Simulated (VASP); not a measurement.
Set up this calculation in VASP 6.6.1, as the native input.

```yaml
Task: single point
Functional: PBEsol
Potentials_or_basis: VASP PAW PBE potentials, release 64 (Ca_sv)
Cutoff: 520 eV
k_mesh: 14 × 14 × 14
Occupations: gaussian, width 0.1 eV
Spin: no spin polarisation
Dipole_correction: no
Further_INCAR_settings: ALGO = Normal; EDIFF = 1e-06; NBANDS = 11
```

The structure of Ca lies in POSCAR:

```
Ca
1.0
   -2.1615068465      2.1615068465      2.1615068465
    2.1615068465     -2.1615068465      2.1615068465
    2.1615068465      2.1615068465     -2.1615068465
Ca
1
Direct
    0.0000000000      0.0000000000      0.0000000000
```

One way to write it, as run:

INCAR

```
SYSTEM = Ca
  PREC = Accurate
  ENCUT = 520
  EDIFF = 1E-6
  ISMEAR = 0
  SIGMA = 0.1
  LREAL = .FALSE.
  LASPH = .TRUE.
  NELM = 100
  ALGO = Normal
  ISIF = 2
  LWAVE = .FALSE.
  LCHARG = .FALSE.
  GGA = PS
  NBANDS = 11
```

KPOINTS

```
Automatic mesh
0
G
  14 14 14
  0 0 0
```

Potentials or basis: VASP PAW PBE potentials, release 64 (Ca_sv).

Command:

```console
$ cat potpaw_PBE.64/Ca_sv/POTCAR > POTCAR
$ mpirun -np 1 vasp_std > vasp.out
```

Results of the run:

| Quantity | Value |
| --- | --- |
| Pressure | 0.0 GPa |
| Band gap on the k mesh | zero (band 5 reaches 2.36 eV, above the bottom of band 6 at 2.09 eV) |

Caveat: the PAW data sets were made with another functional, which shifts forces and pressure a little.

It took 16 s on 1 thread of Intel(R) Xeon(R) 6975P-C (Granite Rapids) (shared host), peak memory 0.18 GiB.
